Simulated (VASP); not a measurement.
ScAlC2N2: single point with PBE

ScAlC2N2:

```
Sc Al C N
1.0
     3.71035    0.00000    0.00000
     0.84346    4.04932    0.00000
     1.59108    1.62563    7.19335
Sc Al C N
1 1 2 2
Cartesian
  2.6507 0.8128 3.5967
  0.0000 0.0000 0.0000
  4.6454 2.8005 5.8877
  1.4995 2.8744 1.3057
  4.2360 3.5337 5.0730
  1.9089 2.1413 2.1204
```

```
Program                : VASP 6.6.1
Task                   : single point
Functional             : PBE
Potentials or basis    : VASP PAW PBE potentials, release 64 (Sc_sv, Al, C, N)
Cutoff                 : 520 eV
k mesh                 : 6 × 4 × 4
Occupations            : gaussian, width 0.1 eV
Spin                   : collinear spin, ferromagnetic start
Starting moments       : [0.0, 0.0, 1.0, 1.0, 1.0, 1.0] μB
Dipole correction      : no
Further INCAR settings : ALGO = Normal; EDIFF = 1e-06; NBANDS = 29
```

- Pressure: 0.9 GPa
- Largest force: 4.697 eV/Å
- Band gap on the k mesh: zero (filled and empty bands overlap)
- Net moment: 0.00 μB per cell
- Valence electrons inside the program's atomic spheres: Sc 9.32; Al 0.78; C 2.62; N 3.91

Forces on the atoms (eV/Å):
```
Sc   0.000  0.000  0.000
Al   0.000  0.000  0.000
C    1.695 -3.032  3.003
C   -1.695  3.032 -3.003
N   -1.652  2.780 -3.406
N    1.652 -2.780  3.406
```

Stress tensor (GPa, compression positive):
```
-4.16 -3.12  3.58
-3.12  5.09 -7.18
 3.58 -7.18  1.92
```

Levels at points of the mesh, in eV from the Fermi level:
Spin up:
```
           k point  band 13  band 14  band 15  band 16  band 17  band 18  band 19  band 20
(0.00, 0.00, 0.00)    -5.24    -5.07    -0.71    -0.50    -0.25     0.18     1.02     1.34
(0.50, 0.00, 0.00)    -5.58    -5.48    -1.01    -0.02     0.46     0.49     1.17     1.57
(0.00, 0.50, 0.00)    -5.27    -5.18    -0.54     0.00     0.24     0.91     1.20     1.59
(0.50, 0.50, 0.00)    -5.77    -5.71    -1.42    -0.43     0.38     0.79     1.26     1.88
(0.00, 0.00, 0.50)    -5.24    -5.17    -1.21    -0.31     0.15     0.78     1.15     1.37
(0.50, 0.00, 0.50)    -5.43    -5.39    -0.79    -0.47     0.44     0.56     1.04     1.08
(0.00, 0.50, 0.50)    -5.32    -5.22    -0.43    -0.02     0.39     0.54     1.20     1.64
(0.50, 0.50, 0.50)    -5.87    -5.34    -1.10    -0.43    -0.28     0.63     1.04     1.41
```
Spin down:
```csv
k point,band 12,band 13,band 14,band 15,band 16,band 17,band 18,band 19,band 20,band 21
"(0.00, 0.00, 0.00)",-5.29,-5.24,-5.07,-0.71,-0.50,-0.25,0.18,1.02,1.34,1.64
"(0.50, 0.00, 0.00)",-5.95,-5.58,-5.48,-1.01,-0.02,0.47,0.49,1.18,1.57,2.00
"(0.00, 0.50, 0.00)",-5.82,-5.27,-5.18,-0.53,0.00,0.24,0.91,1.20,1.59,1.59
"(0.50, 0.50, 0.00)",-6.16,-5.78,-5.71,-1.42,-0.44,0.38,0.79,1.26,1.88,1.95
"(0.00, 0.00, 0.50)",-5.57,-5.24,-5.17,-1.21,-0.30,0.15,0.78,1.15,1.37,1.53
"(0.50, 0.00, 0.50)",-6.04,-5.44,-5.39,-0.79,-0.47,0.45,0.56,1.03,1.08,2.01
"(0.00, 0.50, 0.50)",-5.79,-5.32,-5.22,-0.42,-0.02,0.38,0.54,1.20,1.64,2.20
"(0.50, 0.50, 0.50)",-6.03,-5.87,-5.34,-1.10,-0.43,-0.28,0.63,1.04,1.41,2.16
```

Run time: 10 min on 1 thread of Intel(R) Xeon(R) Platinum 8375C CPU @ 2.90GHz (Ice Lake), on a shared host, peak memory 0.42 GiB.

Caveat: the k points lie up to 0.40 Å⁻¹ apart; forces of over 1 eV/Å act on the atoms, so gaps and moduli don't describe the material at rest.
